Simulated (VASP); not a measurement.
# Cd (P6_3/mmc) in VASP: a series of runs

Cd is run at these levels: PBE; tasks: single point.

Program: VASP 6.6.1. These are calculated values, not measurements. Logs are shortened: lines on timing, memory, paths and dates and some standing lists are left out, and cuts for length are marked.

**1. The cell of the first run**

It takes space group P6_3/mmc (No. 194, hexagonal). Conventional cell: a = 3.075 Å, b = 3.075 Å, c = 5.634 Å, α = 90.00°, β = 90.00°, γ = 120.00°. Cd (site symmetry -6m2) has 12 Cd at 3.08 to 3.33 Å within 4.0 Å.

**2. Single point, PBE, collinear spin, zero start**

File INCAR:

```
PREC = Accurate ; ENCUT = 520
EDIFF = 1E-6 ; ISMEAR = 0
SIGMA = 0.1 ; LREAL = F
LASPH = T ; NELM = 150
ALGO = Fast ; ISIF = 2
LWAVE = F ; LCHARG = F
ISPIN = 2 ; MAGMOM = 0 0
LORBIT = 11 ; GGA = PE
NBANDS = 23
```

File KPOINTS:

```
Automatic mesh
0
Gamma
  21 21 10
```

File POSCAR:

```
Cd
1.0
    3.0751459486      0.0000000000      0.0000000000
   -1.5375729743      2.6631545118      0.0000000000
    0.0000000000      0.0000000000      5.6342211957
Cd
2
Direct
    0.3333333333      0.6666666667      0.2500000000
    0.6666666667      0.3333333333      0.7500000000
```

Potentials or basis: VASP PAW PBE potentials, release 64 (Cd).

Command:

```console
cat potpaw_PBE.64/Cd/POTCAR > POTCAR
mpirun -np 1 vasp_std > vasp.out
```

OUTCAR:

```text
PREC = Accurate
   ENCUT = 520
   EDIFF = 1E-6
   ISMEAR = 0
   LREAL = F
   LASPH = T
   NELM = 150
   ISIF = 2
   ISPIN = 2
   LORBIT = 11
   GGA = PE

 ion  position               nearest neighbor table
   1  0.333  0.667  0.250-   2 3.33   2 3.33   2 3.33   2 3.33   2 3.33   2 3.33
   2  0.667  0.333  0.750-   1 3.33   1 3.33   1 3.33   1 3.33   1 3.33   1 3.33

  LATTYP: Found a hexagonal cell.
 ALAT       =     3.0751459486
 C/A-ratio  =     1.8321800948

  Lattice vectors:

 A1 = (   3.0751459486,   0.0000000000,   0.0000000000)
 A2 = (  -1.5375729743,   2.6631545118,   0.0000000000)
 A3 = (   0.0000000000,   0.0000000000,   5.6342211957)

Analysis of symmetry for initial positions (statically):
=====================================================================
 Subroutine PRICEL returns:
 Original cell was already a primitive cell.

 Routine SETGRP: Setting up the symmetry group for a
 hexagonal supercell.

 Subroutine GETGRP returns: Found 24 space group operations
 (whereof 12 operations were pure point group operations)
 out of a pool of 24 trial point group operations.

The static configuration has the point symmetry D_3d.
 The point group associated with its full space group is D_6h.

Analysis of symmetry for dynamics (positions and initial velocities):
=====================================================================
 Subroutine PRICEL returns:
 Original cell was already a primitive cell.

 Routine SETGRP: Setting up the symmetry group for a
 hexagonal supercell.

 Subroutine GETGRP returns: Found 24 space group operations
 (whereof 12 operations were pure point group operations)
 out of a pool of 24 trial point group operations.

The dynamic configuration has the point symmetry D_3d.
 The point group associated with its full space group is D_6h.

Analysis of structural, dynamic, and magnetic symmetry:
=====================================================================
 Subroutine PRICEL returns:
 Original cell was already a primitive cell.

 Routine SETGRP: Setting up the symmetry group for a
 hexagonal supercell.

 Subroutine GETGRP returns: Found 24 space group operations
 (whereof 12 operations were pure point group operations)
 out of a pool of 24 trial point group operations.

The overall configuration has the point symmetry D_3d.
 The point group associated with its full space group is D_6h.

 Subroutine INISYM returns: Found 24 space group operations
 (whereof 12 operations are pure point group operations),
 and found     1 'primitive' translations

----------------------------------------------------------------------------------------

                                     Primitive cell

  volume of cell :      46.1420

  direct lattice vectors                    reciprocal lattice vectors
     3.075145949  0.000000000  0.000000000     0.325187818  0.187747274  0.000000000
    -1.537572974  2.663154512  0.000000000     0.000000000  0.375494548  0.000000000
     0.000000000  0.000000000  5.634221196     0.000000000  0.000000000  0.177486819

  length of vectors
     3.075145949  3.075145949  5.634221196     0.375494548  0.375494548  0.177486819

  position of ions in fractional coordinates (direct lattice)
     0.333333333  0.666666667  0.250000000
     0.666666667  0.333333333  0.750000000

  ion indices of the primitive-cell ions
   primitive index   ion index
                 1           1
                 2           2

----------------------------------------------------------------------------------------

 KPOINTS: Automatic mesh

Automatic generation of k-mesh.
 Grid dimensions read from file:
 generate k-points for:   21   21   10

 Generating k-lattice:

  Cartesian coordinates                     Fractional coordinates (reciprocal lattice)
     0.015485134  0.008940346  0.000000000     0.047619048  0.000000000  0.000000000
     0.000000000  0.017880693  0.000000000     0.000000000  0.047619048  0.000000000
     0.000000000  0.000000000  0.017748682     0.000000000  0.000000000  0.100000000

  Length of vectors
     0.017880693  0.017880693  0.017748682

  Shift w.r.t. Gamma in fractional coordinates (k-lattice)
     0.000000000  0.000000000  0.000000000

 Subroutine IBZKPT returns following result:
 ===========================================

 Found    288 irreducible k-points:

 Following reciprocal coordinates:
            Coordinates               Weight
  0.000000  0.000000  0.000000      1.000000
  0.047619  0.000000  0.000000      6.000000
  0.095238 -0.000000  0.000000      6.000000
  0.142857 -0.000000  0.000000      6.000000
  0.190476 -0.000000  0.000000      6.000000
  0.238095  0.000000  0.000000      6.000000
[... 16 lines left out ...]
  0.142857  0.095238  0.000000     12.000000
  0.190476  0.095238  0.000000     12.000000
 [... further k-points ...]
   k-points           NKPTS =    288   k-points in BZ     NKDIM =    288   number of bands    NBANDS=     23
   number of dos      NEDOS =    301   number of ions     NIONS =      2
   total plane-waves  NPLWV =  24192
   dimension x,y,z NGX =    24 NGY =   24 NGZ =   42
   dimension x,y,z NGXF=    48 NGYF=   48 NGZF=   84
   ions per type =               2
   NGX,Y,Z   is equivalent  to a cutoff of  12.97, 12.97, 12.39 a.u.
   NGXF,Y,Z  is equivalent  to a cutoff of  25.95, 25.95, 24.79 a.u.
 SYSTEM =  unknown system
   PREC   = accura    normal or accurate (medium, high low for compatibility)
   ISTART =      0    job   : 0-new  1-cont  2-samecut
   ICHARG =      2    charge: 1-file 2-atom 10-const
   ISPIN  =      2    spin polarized calculation?
   LNONCOLLINEAR =      F non collinear calculations
   LSORBIT =      F    spin-orbit coupling
   LASPH  =      T    aspherical Exc in radial PAW
   ENCUT  =  520.0 eV  38.22 Ry    6.18 a.u.   5.72  5.72 10.48*2*pi/ulx,y,z
   NELM   =    150;   NELMIN=  2; NELMDL= -5     # of ELM steps
   EDIFF  = 0.1E-05   stopping-criterion for ELM
   LREAL  =      F    real-space projection
   EDIFFG = 0.1E-04   stopping-criterion for IOM
   NSW    =      0    number of steps for IOM
   IBRION =     -1    ionic relax: 0-MD 1-quasi-New 2-CG
   NFREE  =      0    steps in history (QN), initial steepest desc. (CG)
   ISIF   =      2    stress and relaxation
   ISYM   =      2    0-nonsym 1-usesym 2-fastsym
   POTIM  = 0.5000    time-step for ionic-motion
   TEBEG  =    0.0;   TEEND  =   0.0 temperature during run
   PSTRESS=    0.0 pullay stress
   NELECT =      24.0000    total number of electrons
   NUPDOWN=      -1.0000    fix difference up-down
   EMIN   =  10.00;   EMAX   =-10.00  energy-range for DOS
   EFERMI =   0.00;   METHOD = LEGACY
   ISMEAR =     0;   SIGMA  =   0.10  broadening in eV -4-tet -1-fermi 0-gaus
   EFERMI_NEDOS =   21; number of points for ismear=-14 and -15
   IALGO  =     68    algorithm
   IMIX   =      4    mixing-type and parameters
     AMIX     =   0.40;   BMIX     =  1.00
     AMIX_MAG =   1.60;   BMIX_MAG =  1.00
  volume/ion in A,a.u.               =      23.07       155.69
  Fermi-wavevector in a.u.,A,eV,Ry     =   1.316578  2.487972 23.584033  1.733378
  Thomas-Fermi vector in A             =   2.446680
   LORBIT       =     11    0 simple, 1 ext, 2 COOP (PROOUT), +10 PAW based schemes
   GGA     = PE    functional components
   LHFCALC =     F    Hartree Fock is set to
   AEXX    =    0.0000 exact exchange contribution
   IVDW    =     0    specifies the selected vdW correction
   LEPSILON=     F    determine dielectric tensor
   LRPA    =     F    only Hartree local field effects (RPA)
 spin polarized calculation
 RMM-DIIS sequential band-by-band and
 Gauss-broadening in eV      SIGMA  =   0.10
  energy-cutoff  :      520.00
  volume of cell :       46.14
 maximum number of plane-waves:      1258
 NGX is ok and might be reduce to    24
   NGX = 11   NGY = 11   NGZ = 21

 number of electron      24.0000010 magnetization      -0.0000000

 number of electron      24.0000010 magnetization       0.0000000

 Free energy of the ion-electron system (eV)
  ---------------------------------------------------
  ext. energy  EPLUGINS =         0.00000000
  ---------------------------------------------------
  free energy    TOTEN  =        -1.48894635 eV

  energy without entropy =       -1.48519428  energy(sigma->0) =       -1.48707031

 E-fermi :   2.5691     XC(G=0): -10.6901

 val. band max:        2.5615248293   @ k =   0.4762   0.0476   0.4000
 cond. band min:       2.5696464862   @ k =   0.4286   0.0476   0.3000
 fundamental gap:      0.0081216570
 Fermi energy:         2.5691114244

 spin component 1

 k-point     1 :       0.0000    0.0000    0.0000
  band No.  band energies     occupation
      1      -7.0665      1.00000
      2      -6.8095      1.00000
      3      -6.5622      1.00000
      4      -6.5622      1.00000
      5      -6.5121      1.00000
      6      -6.5121      1.00000
[... 15 lines left out ...]
     22      20.6505      0.00000
     23      21.4422      0.00000

 k-point     2 :       0.0476    0.0000    0.0000
  band No.  band energies     occupation
      1      -7.0473      1.00000
      2      -6.7953      1.00000
      3      -6.5681      1.00000
      4      -6.5446      1.00000
      5      -6.5183      1.00000
      6      -6.4953      1.00000
[... 15 lines left out ...]
     22      19.8477      0.00000
     23      20.3988      0.00000

 k-point     3 :       0.0952   -0.0000    0.0000
  band No.  band energies     occupation
      1      -6.9960      1.00000
      2      -6.7627      1.00000
      3      -6.5818      1.00000
      4      -6.5331      1.00000
      5      -6.4930      1.00000
      6      -6.4459      1.00000
[... 15 lines left out ...]
     22      18.8689      0.00000
     23      19.5140      0.00000
[... 495 lines left out ...]
 k-point    23 :       0.1429    0.0952    0.0000
  band No.  band energies     occupation
      1      -6.8514      1.00000
      2      -6.7196      1.00000
      3      -6.6115      1.00000
      4      -6.5164      1.00000
      5      -6.3933      1.00000
      6      -6.3312      1.00000
[... 15 lines left out ...]
     22      18.2642      0.00000
     23      19.2855      0.00000

 k-point    24 :       0.1905    0.0952    0.0000
  band No.  band energies     occupation
      1      -6.8870      1.00000
      2      -6.6995      1.00000
      3      -6.6102      1.00000
      4      -6.5136      1.00000
      5      -6.4258      1.00000
      6      -6.3740      1.00000
[... 15 lines left out ...]
     22      18.4060      0.00000
     23      20.2507      0.00000

 [... further k-points ...]

 spin component 2

 k-point     1 :       0.0000    0.0000    0.0000
  band No.  band energies     occupation
      1      -7.0665      1.00000
      2      -6.8095      1.00000
      3      -6.5622      1.00000
      4      -6.5622      1.00000
      5      -6.5121      1.00000
      6      -6.5121      1.00000
[... 15 lines left out ...]
     22      20.6505      0.00000
     23      21.4454      0.00000

 k-point     2 :       0.0476    0.0000    0.0000
  band No.  band energies     occupation
      1      -7.0473      1.00000
      2      -6.7953      1.00000
      3      -6.5681      1.00000
      4      -6.5446      1.00000
      5      -6.5183      1.00000
      6      -6.4953      1.00000
[... 15 lines left out ...]
     22      19.8477      0.00000
     23      20.3989      0.00000

 k-point     3 :       0.0952   -0.0000    0.0000
  band No.  band energies     occupation
      1      -6.9960      1.00000
      2      -6.7627      1.00000
      3      -6.5818      1.00000
      4      -6.5331      1.00000
      5      -6.4930      1.00000
      6      -6.4459      1.00000
[... 15 lines left out ...]
     22      18.8689      0.00000
     23      19.5140      0.00000
[... 495 lines left out ...]
 k-point    23 :       0.1429    0.0952    0.0000
  band No.  band energies     occupation
      1      -6.8514      1.00000
      2      -6.7196      1.00000
      3      -6.6115      1.00000
      4      -6.5164      1.00000
      5      -6.3933      1.00000
      6      -6.3312      1.00000
[... 15 lines left out ...]
     22      18.2642      0.00000
     23      19.2855      0.00000

 k-point    24 :       0.1905    0.0952    0.0000
  band No.  band energies     occupation
      1      -6.8870      1.00000
      2      -6.6995      1.00000
      3      -6.6102      1.00000
      4      -6.5136      1.00000
      5      -6.4258      1.00000
      6      -6.3740      1.00000
[... 15 lines left out ...]
     22      18.4060      0.00000
     23      20.2507      0.00000

 [... further k-points ...]

------------------------ aborting loop because EDIFF is reached ----------------------------------------

  FORCE on cell =-STRESS in cart. coord.  units (eV):
  Direction    XX          YY          ZZ          XY          YZ          ZX
  --------------------------------------------------------------------------------------
  -------------------------------------------------------------------------------------
  Total       -0.1858313     -0.1858313      0.0512046     -0.0000000      0.0000000      0.0000000
  in kB       -6.4525809     -6.4525809      1.7779680     -0.0000000      0.0000000      0.0000000
  external PRESSURE =      -3.7090646 kB  Pullay stress =       0.0000000 kB

 VOLUME and BASIS-vectors are now :
 -----------------------------------------------------------------------------
  energy-cutoff  :      520.00
  volume of cell :       46.14
      direct lattice vectors                 reciprocal lattice vectors
     3.075145949  0.000000000  0.000000000     0.325187818  0.187747274  0.000000000
    -1.537572974  2.663154512  0.000000000     0.000000000  0.375494548  0.000000000
     0.000000000  0.000000000  5.634221196     0.000000000  0.000000000  0.177486819

 POSITION                                       TOTAL-FORCE (eV/Angst)
 -----------------------------------------------------------------------------------
     -0.00000      1.77544      1.40856        -0.000000      0.000000      0.000000
      1.53757      0.88772      4.22567         0.000000     -0.000000      0.000000
 -----------------------------------------------------------------------------------
    total drift:                               -0.000000      0.000000     -0.000000

  FREE ENERGIE OF THE ION-ELECTRON SYSTEM (eV)
  ---------------------------------------------------
  free  energy   TOTEN  =        -1.4889463522 eV

  energy  without entropy=       -1.4851942762  energy(sigma->0) =       -1.48707031

 total charge

# of ion       s       p       d       tot
------------------------------------------
    1        0.528   0.268   9.489  10.286
    2        0.528   0.268   9.489  10.286
--------------------------------------------------
tot          1.057   0.536  18.979  20.571

 magnetization (x)

# of ion       s       p       d       tot
------------------------------------------
    1       -0.000  -0.000   0.000   0.000
    2       -0.000  -0.000   0.000   0.000
--------------------------------------------------
tot         -0.000  -0.000   0.000   0.000
```

Run time: 4.7 min. Hardware: 1 thread of Intel Xeon Platinum 8259CL at 2.50GHz (Skylake/Cascade Lake), shared host; peak memory 0.48 GiB.

Results:

| Quantity | Value |
| --- | --- |
| Free energy | -1.4889 eV |
| Pressure | -0.4 GPa |
| Band gap on the k mesh | zero (filled and empty bands overlap) |
| Net moment | 0.00 μB per cell |
| Valence electrons inside the program's atomic spheres | Cd 10.29 |

Stress tensor (GPa, compression positive):
```
-0.65  0.00  0.00
 0.00 -0.65  0.00
 0.00  0.00  0.18
```

**3. Single point, PBE (biaxial strain in the a-b plane: -6.0 %)**

File INCAR:

```
PREC     = Accurate       # precision mode
ENCUT    = 520            # plane-wave cutoff, eV
EDIFF    = 1E-7           # SCF threshold, eV
ISMEAR   = 0              # smearing method
SIGMA    = 0.1            # smearing width, eV
LREAL    = False          # projectors in reciprocal space
LASPH    = True           # aspherical terms in the spheres
NELM     = 80             # most SCF steps
ALGO     = Fast           # electronic algorithm
ISIF     = 2              # what is computed and relaxed
LWAVE    = False          # write WAVECAR
LCHARG   = False          # write CHGCAR
GGA      = PE             # functional
NBANDS   = 19             # bands
```

KPOINTS is that of step 2.

File POSCAR:

```
Cd
1.0
    2.8339580311      0.0000000000      0.0000000000
   -1.4169790155      2.4542796482      0.0000000000
    0.0000000000      0.0000000000      6.0374402646
Cd
2
Direct
    0.3333333333      0.6666666667      0.2500000000
    0.6666666667      0.3333333333      0.7500000000
```

Potentials or basis: VASP PAW PBE potentials, release 64 (Cd).

Command:

```console
cat potpaw_PBE.64/Cd/POTCAR > POTCAR
mpirun -np 1 vasp_std > vasp.out
```

OUTCAR:

```text
PREC = Accurate
   ENCUT = 520
   EDIFF = 1E-7
   ISMEAR = 0
   LREAL = False
   LASPH = True
   NELM = 80
   ISIF = 2
   GGA = PE

 ion  position               nearest neighbor table
   1  0.333  0.667  0.250-   2 3.43   2 3.43   2 3.43   2 3.43   2 3.43   2 3.43
   2  0.667  0.333  0.750-   1 3.43   1 3.43   1 3.43   1 3.43   1 3.43   1 3.43

  LATTYP: Found a hexagonal cell.
 ALAT       =     2.8339580311
 C/A-ratio  =     2.1303915578

  Lattice vectors:

 A1 = (   2.8339580311,   0.0000000000,   0.0000000000)
 A2 = (  -1.4169790155,   2.4542796482,   0.0000000000)
 A3 = (   0.0000000000,   0.0000000000,   6.0374402646)

Analysis of symmetry for initial positions (statically):
=====================================================================
 Subroutine PRICEL returns:
 Original cell was already a primitive cell.

 Routine SETGRP: Setting up the symmetry group for a
 hexagonal supercell.

 Subroutine GETGRP returns: Found 24 space group operations
 (whereof 12 operations were pure point group operations)
[... 164 lines left out ...]
  free energy    TOTEN  =        -1.31250346 eV

  energy without entropy =       -1.30878997  energy(sigma->0) =       -1.31064672

 E-fermi :   3.1239     XC(G=0): -11.1342

 val. band max:        3.1054316495   @ k =   0.1905   0.1429   0.1000
 cond. band min:       3.1254090048   @ k =   0.3810   0.2381   0.1000
 fundamental gap:      0.0199773553
 Fermi energy:         3.1238824961

 k-point     1 :       0.0000    0.0000    0.0000
  band No.  band energies     occupation
      1      -7.1282      2.00000
      2      -7.0012      2.00000
      3      -6.3001      2.00000
      4      -6.3001      2.00000
      5      -6.2726      2.00000
      6      -6.2726      2.00000
[... 505 lines left out ...]
      6      -5.9461      2.00000
[... 11 lines left out ...]
     18      15.9442      0.00000
     19      16.5001      0.00000

 [... further k-points ...]

------------------------ aborting loop because EDIFF is reached ----------------------------------------

  FORCE on cell =-STRESS in cart. coord.  units (eV):
  Direction    XX          YY          ZZ          XY          YZ          ZX
  --------------------------------------------------------------------------------------
  -------------------------------------------------------------------------------------
  Total        3.2241267      3.2241267      0.6269809      0.0000000     -0.0000000      0.0000000
  in kB      123.0133883    123.0133883     23.9218399      0.0000000     -0.0000000      0.0000000
  external PRESSURE =      89.9828722 kB  Pullay stress =       0.0000000 kB

 VOLUME and BASIS-vectors are now :
 -----------------------------------------------------------------------------
  energy-cutoff  :      520.00
  volume of cell :       41.99
      direct lattice vectors                 reciprocal lattice vectors
     2.833958031  0.000000000  0.000000000     0.352863377  0.203725765  0.000000000
    -1.416979015  2.454279648  0.000000000     0.000000000  0.407451531  0.000000000
     0.000000000  0.000000000  6.037440265     0.000000000  0.000000000  0.165633109

 POSITION                                       TOTAL-FORCE (eV/Angst)
 -----------------------------------------------------------------------------------
     -0.00000      1.63619      1.50936        -0.000000     -0.000000      0.000000
      1.41698      0.81809      4.52808         0.000000      0.000000      0.000000
 -----------------------------------------------------------------------------------
    total drift:                                0.000000     -0.000000      0.000000

  FREE ENERGIE OF THE ION-ELECTRON SYSTEM (eV)
  ---------------------------------------------------
  free  energy   TOTEN  =        -1.3125034613 eV

  energy  without entropy=       -1.3087899724  energy(sigma->0) =       -1.31064672
```

It took 59 s on 1 thread of Intel Xeon 6975P-C (Granite Rapids), shared host; peak memory 0.3 GiB.

Results:

```yaml
Free_energy: -1.3125 eV
Pressure: 9.0 GPa
Band_gap_on_the_k_mesh: zero (bands 12 and 13 overlap by 5.34 eV)
```

Caveat: the cell differs from its parent crystal (biaxial strain in the a-b plane: -6.0 %); the cell stands under pressure.
